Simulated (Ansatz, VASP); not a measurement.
AlNi: VASP beside Ansatz

Contents of INCAR:

```
PREC     = Accurate       # precision mode
ENCUT    = 520            # plane-wave cutoff, eV
EDIFF    = 1E-6           # SCF threshold, eV
ISMEAR   = 0              # smearing method
SIGMA    = 0.15           # smearing width, eV
LREAL    = F              # projectors in reciprocal space
LASPH    = T              # aspherical terms in the spheres
NELM     = 100            # most SCF steps
ALGO     = Fast           # electronic algorithm
ISIF     = 2              # what is computed and relaxed
LWAVE    = F              # write WAVECAR
LCHARG   = F              # write CHGCAR
GGA      = PS             # functional
NBANDS   = 14             # bands
```

Contents of KPOINTS:

```
Automatic mesh
0
Gamma
  16 16 16
```

The input POSCAR:

```
AlNi
1.0
    2.1693535762     -2.1692959287      0.0000000000
    2.2435296319      2.2434739556      0.0000000000
    0.0000000000      0.0000000000      2.8688666979
Al Ni
1 1
Direct
    0.0000000000      0.0000000000      0.0000000000
    0.5000000000      0.5000000000      0.5000000000
```

Input for Ansatz:

```yaml
crystal:
  lattice:
    - [2.1693535762, -2.1692959287, 0.0]
    - [2.2435296319, 2.2434739556, 0.0]
    - [0.0, 0.0, 2.8688666979]
  atoms:
    - { symbol: Al, position: [0.0, 0.0, 0.0] }
    - { symbol: Ni, position: [0.5, 0.5, 0.5] }
basis:
  ecutwfc: 520.0
kpoints:
  mp_grid: { grid: [16, 16, 16] }
hamiltonian:
  xc: pbesol
  pseudopotentials: { kind: paw, azcp: { folder: soft_1 } }
scf:
  occupations: { method: gaussian, width: 0.15 }
output:
  forces: true
  stress: true
  eigenvalues: true
```

Change from the starting cell: normal strain along x +0.0733, normal strain along y +0.1100.

Alike in both runs: task single point; functional PBEsol; k mesh 16 × 16 × 16; occupations gaussian, width 0.15 eV; no spin polarisation.

```csv
,VASP,Ansatz
version,VASP 6.6.1,Ansatz 0.2.0
potentials or method,"VASP PAW PBE potentials, release 64 (Al, Ni), cutoff 520 eV","scalar-relativistic, plane waves, PAW"
valence electrons in the cell,13,21
```

```csv
,VASP,Ansatz,Ansatz less VASP
gap on the k mesh at the Fermi level (eV),none,none,-
pressure (GPa),-20.4,-20.3,+0.02
"traceless stress, the component that is largest in VASP (GPa)",3.20,3.12,-0.079
```

VASP's potentials were made for PBE, not for PBEsol, and Ansatz warns of the same on its side. A gap of «none» marks a metal or a gap that the smearing closes. VASP's potentials hold 13 valence electrons a cell and Ansatz's 21, so a difference there can come from the potentials and not from the codes. Ansatz's warnings: near symmetry operations not taken.
